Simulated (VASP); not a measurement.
Here is a VASP 6.6.1 calculation.

The input INCAR:

```
PREC = Accurate ; ENCUT = 600
EDIFF = 1E-6 ; ISMEAR = 0
SIGMA = 0.1 ; LREAL = False
LASPH = True ; NELM = 150
ALGO = Normal ; ISIF = 3
LWAVE = False ; LCHARG = False
ISPIN = 2 ; MAGMOM = 0 1 1 1 1 1
LORBIT = 11 ; GGA = PE
IBRION = 2 ; NSW = 90
EDIFFG = -0.04
```

Contents of KPOINTS:

```
regular mesh
0
Gamma
  4 4 4
```

File POSCAR:

```
InO5
1.0
    0.0000000000      3.2523264600      3.2523264600
    3.2523264600      0.0000000000      3.2523264600
    3.2523264600      3.2523264600      0.0000000000
In O
1 5
Direct
    0.0000000000      0.0000000000      0.0000000000
    0.3750000000      0.3750000000      0.8750000000
    0.3750000000      0.8750000000      0.3750000000
    0.8750000000      0.3750000000      0.3750000000
    0.3750000000      0.3750000000      0.3750000000
    0.7500000000      0.7500000000      0.7500000000
```

Potentials or basis: VASP PAW PBE potentials, release 64 (In_d, O).

Launch:

```console
$ cat potpaw_PBE.64/In_d/POTCAR potpaw_PBE.64/O/POTCAR > POTCAR
$ mpirun -np 1 vasp_std > vasp.out
```

(1) What does it give for the relaxed volume?

(2) Estimate the site moments.

(3) Predict the net moment.

Results:

(1) 9.93 Å³/atom.

(2) In -0.12; O +0.78, +1.02 (each value once) μB.

(3) 4.58 μB per cell.

Caveat: the k points lie up to 0.44 Å⁻¹ apart in the final cell.
